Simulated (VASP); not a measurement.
# ZnSn4N (F-43m) in VASP: notebook, part 2 of 2

VASP 6.6.1.

## 4. Relaxation of cell and atoms, PBE

This run uses another cell than the first one, of 25.92 Å³/atom.

INCAR

```
ALGO = Normal
EDIFF = 1E-6
EDIFFG = -0.01
ENCUT = 600
GGA = PE
IBRION = 2
ISIF = 3
ISMEAR = 0
LASPH = True
LCHARG = False
LREAL = False
LWAVE = False
NELM = 60
NSW = 100
PREC = Accurate
SIGMA = 0.1
```

KPOINTS

```
k-points
0
Gamma
  8 8 8
```

POSCAR

```
ZnSn4N
1.0
    0.0000000000      4.2684285205      4.2684285205
    4.2684285205      0.0000000000      4.2684285205
    4.2684285205      4.2684285205      0.0000000000
Zn Sn N
1 4 1
Direct
    0.0000000000      0.0000000000      0.0000000000
    0.3752613954      0.3752613954      0.8742158137
    0.3752613954      0.8742158137      0.3752613954
    0.8742158137      0.3752613954      0.3752613954
    0.3752613954      0.3752613954      0.3752613954
    0.7500000000      0.7500000000      0.7500000000
```

Potentials or basis: VASP PAW PBE potentials, release 64 (Zn, Sn_d, N).

The run is started by

```
$ cat potpaw_PBE.64/Zn/POTCAR potpaw_PBE.64/Sn_d/POTCAR potpaw_PBE.64/N/POTCAR > POTCAR
$ mpirun -np 1 vasp_std > vasp.out
```

OUTCAR:

```text
EDIFF = 1E-6
   EDIFFG = -0.01
   ENCUT = 600
   GGA = PE
   IBRION = 2
   ISIF = 3
   ISMEAR = 0
   LASPH = True
   LREAL = False
   NELM = 60
   NSW = 100
   PREC = Accurate

 ion  position               nearest neighbor table
   1  0.000  0.000  0.000-
   2  0.375  0.375  0.874-   3 3.01   4 3.01   5 3.01   5 3.02   3 3.02   4 3.02
   3  0.375  0.874  0.375-   2 3.01   4 3.01   5 3.01   2 3.02   5 3.02   4 3.02
   4  0.874  0.375  0.375-   2 3.01   3 3.01   5 3.01   5 3.02   2 3.02   3 3.02
   5  0.375  0.375  0.375-   2 3.01   3 3.01   4 3.01   2 3.02   3 3.02   4 3.02
   6  0.750  0.750  0.750-

  LATTYP: Found a face centered cubic cell.
 ALAT       =     8.5368570410

  Lattice vectors:

 A1 = (   0.0000000000,   4.2684285205,   4.2684285205)
 A2 = (   4.2684285205,   0.0000000000,   4.2684285205)
 A3 = (   4.2684285205,   4.2684285205,   0.0000000000)

Analysis of symmetry for initial positions (statically):
=====================================================================
 Subroutine PRICEL returns:
 Original cell was already a primitive cell.

 Routine SETGRP: Setting up the symmetry group for a
 face centered cubic supercell.

[... 230 lines left out ...]
 Fermi energy:         5.1566452189

 k-point     1 :       0.0000    0.0000    0.0000
  band No.  band energies     occupation
      1     -16.7296      2.00000
      2     -16.6155      2.00000
      3     -16.6155      2.00000
      4     -16.6138      2.00000
      5     -16.6138      2.00000
      6     -16.6138      2.00000
[... 1093 lines left out ...]
     42       8.2955      0.00000
     43       8.5341      0.00000

 [... further k-points ...]

------------------------ aborting loop because EDIFF is reached ----------------------------------------

  FORCE on cell =-STRESS in cart. coord.  units (eV):
  Direction    XX          YY          ZZ          XY          YZ          ZX
  --------------------------------------------------------------------------------------
  -------------------------------------------------------------------------------------
  Total        0.0195525      0.0195525      0.0195525     -0.0000000     -0.0000000      0.0000000
  in kB        0.2006524      0.2006524      0.2006524     -0.0000000     -0.0000000      0.0000000
  external PRESSURE =       0.2006524 kB  Pullay stress =       0.0000000 kB

 VOLUME and BASIS-vectors are now :
 -----------------------------------------------------------------------------
  energy-cutoff  :      600.00
  volume of cell :      156.12
      direct lattice vectors                 reciprocal lattice vectors
    -0.000000000  4.273783666  4.273783666    -0.116992351  0.116992351  0.116992351
     4.273783666 -0.000000000  4.273783666     0.116992351 -0.116992351  0.116992351
     4.273783666  4.273783666  0.000000000     0.116992351  0.116992351 -0.116992351

 POSITION                                       TOTAL-FORCE (eV/Angst)
 -----------------------------------------------------------------------------------
      0.00000      0.00000      0.00000         0.000000      0.000000      0.000000
      5.34074      5.34074      3.20683        -0.001501     -0.001501      0.001501
      5.34074      3.20683      5.34074        -0.001501      0.001501     -0.001501
      3.20683      5.34074      5.34074         0.001501     -0.001501     -0.001501
      3.20683      3.20683      3.20683         0.001501      0.001501      0.001501
      6.41068      6.41068      6.41068         0.000000      0.000000      0.000000
 -----------------------------------------------------------------------------------
    total drift:                                0.000000      0.000000      0.000000

  FREE ENERGIE OF THE ION-ELECTRON SYSTEM (eV)
  ---------------------------------------------------
  free  energy   TOTEN  =       -17.8171644587 eV

  energy  without entropy=      -17.7854909212  energy(sigma->0) =      -17.80132769

 reached required accuracy - stopping structural energy minimisation
```

OSZICAR:

```text
N       E                     dE             d eps       ncg     rms          rms(c)
DAV:   1     0.802773343951E+03    0.80277E+03   -0.39109E+04  2521   0.275E+03
DAV:   2     0.113133135458E+03   -0.68964E+03   -0.68115E+03  2494   0.698E+02
DAV:   3    -0.107203648791E+02   -0.12385E+03   -0.12155E+03  2842   0.236E+02
DAV:   4    -0.206705503134E+02   -0.99502E+01   -0.96799E+01  2863   0.627E+01
[... 22 lines left out ...]
DAV:   5    -0.178172100309E+02    0.10529E-03   -0.60164E-04  2795   0.137E-01    0.334E-02
DAV:   6    -0.178171732296E+02    0.36801E-04   -0.83043E-05  3051   0.552E-02    0.108E-02
DAV:   7    -0.178171655014E+02    0.77282E-05   -0.72326E-06  2156   0.174E-02    0.410E-03
DAV:   8    -0.178171644905E+02    0.10110E-05   -0.10261E-06  1541   0.990E-03    0.141E-03
DAV:   9    -0.178171644587E+02    0.31770E-07   -0.40550E-07  1283   0.788E-03
   2 F= -.17817164E+02 E0= -.17801328E+02  d E =-.391057E-03
```

CONTCAR:

```text
ZnSn4N
   1.00000000000000
    -0.0000000000000000    4.2737836657207238    4.2737836657207238
     4.2737836657207238   -0.0000000000000000    4.2737836657207238
     4.2737836657207238    4.2737836657207238    0.0000000000000000
  Zn              Sn              N
     1     4     1
Direct
     0.0000000000000000    0.0000000000000000    0.0000000000000000
     0.3751740816695554    0.3751740816695554    0.8744777548913391
     0.3751740816695554    0.8744777548913391    0.3751740816695554
     0.8744777548913391    0.3751740816695554    0.3751740816695554
     0.3751740816695554    0.3751740816695554    0.3751740816695554
     0.7500000000000000    0.7500000000000000    0.7500000000000000

  0.00000000E+00  0.00000000E+00  0.00000000E+00
  0.00000000E+00  0.00000000E+00  0.00000000E+00
  0.00000000E+00  0.00000000E+00  0.00000000E+00
  0.00000000E+00  0.00000000E+00  0.00000000E+00
  0.00000000E+00  0.00000000E+00  0.00000000E+00
  0.00000000E+00  0.00000000E+00  0.00000000E+00
```

Run time: 8.6 min. Hardware: 1 thread of Intel Xeon 8581C, shared host; peak memory 0.47 GiB.

Results:

```yaml
Free_energy: -17.8172 eV
Relaxed_volume: 26.02 Å³/atom
Relaxed_cell: a = 6.044 Å, b = 6.044 Å, c = 6.044 Å, α = 60.00°, β = 60.00°, γ = 60.00°
Space_group_after_relaxing_to_0.1_Å: F-43m (No. 216)
Energy_gained_by_relaxing: 0.1 meV/atom
Ionic_steps: 2
Pressure_after_relaxing: 0.0 GPa
Band_gap_on_the_k_mesh: zero (an odd number of electrons rules out a gap without spin polarisation)
```

Forces in eV/Å, atoms in the order of the input:
```
Zn   0.000  0.000  0.000
Sn  -0.002 -0.002  0.002
Sn  -0.002  0.002 -0.002
Sn   0.002 -0.002 -0.002
Sn   0.002  0.002  0.002
N    0.000  0.000  0.000
```

Step by step:
| step | energy change (eV) | largest force (eV/Å) | pressure (GPa) | volume (Å³) |
| --- | --- | --- | --- | --- |
| 1 | 0.0000 | 0.0268 | 0.16 | 155.54 |
| 2 | -0.0004 | 0.0026 | 0.02 | 156.12 |

Final structure:
```xyz
6
Lattice="0.0000 4.2738 4.2738 4.2738 0.0000 4.2738 4.2738 4.2738 0.0000" Properties=species:S:1:pos:R:3 pbc="T T T"
Zn    0.0000    0.0000    0.0000
Sn    5.3407    5.3407    3.2068
Sn    5.3407    3.2068    5.3407
Sn    3.2068    5.3407    5.3407
Sn    3.2068    3.2068    3.2068
N     6.4107    6.4107    6.4107
```

Levels at points of the mesh, in eV from the Fermi level:
```
           k point  band 34  band 35  band 36  band 37  band 38  band 39  band 40  band 41
(0.00, 0.00, 0.00)    -2.83    -1.79    -0.62    -0.62    -0.43    -0.43    -0.43     3.69
(0.50, 0.00, 0.00)    -1.27    -0.35    -0.16    -0.16     1.09     1.09     1.55     2.15
(0.50, 0.50, 0.00)    -0.57    -0.15     0.01     1.10     1.10     1.58     1.69     1.83
```

Caveat: spin-orbit coupling is left out, which moves the levels of the heavy elements.

## 5. Overview

```tsv
task	cell	k mesh	cutoff (eV)	gap on the mesh (eV)	pressure (GPa)
single point	a = 5.644 Å, angles 60.0°, 6 atoms, atomic positions A	4 × 4 × 4	520	none	13.9
single point	a = 6.047 Å, angles 60.0°, 6 atoms, atomic positions B	8 × 8 × 8	520	none	-0.1
relaxation of cell and atoms	relaxed from a = 6.036 Å, angles 60.0°, 6 atoms, atomic positions C	8 × 8 × 8	600	none	0.0
```

Alike in all rows: level PBE; potentials or basis VASP PAW PBE potentials, release 64 (Zn, Sn_d, N); no spin polarisation; smearing gaussian 0.1 eV.

Caveats: spin-orbit coupling is left out, which moves the levels of the heavy elements; the cell stands under pressure (at least some runs); forces of over 1 eV/Å act on the atoms, so gaps and moduli don't describe the material at rest (at least some runs).

Absolute energies hang on the potentials; compare differences alone.
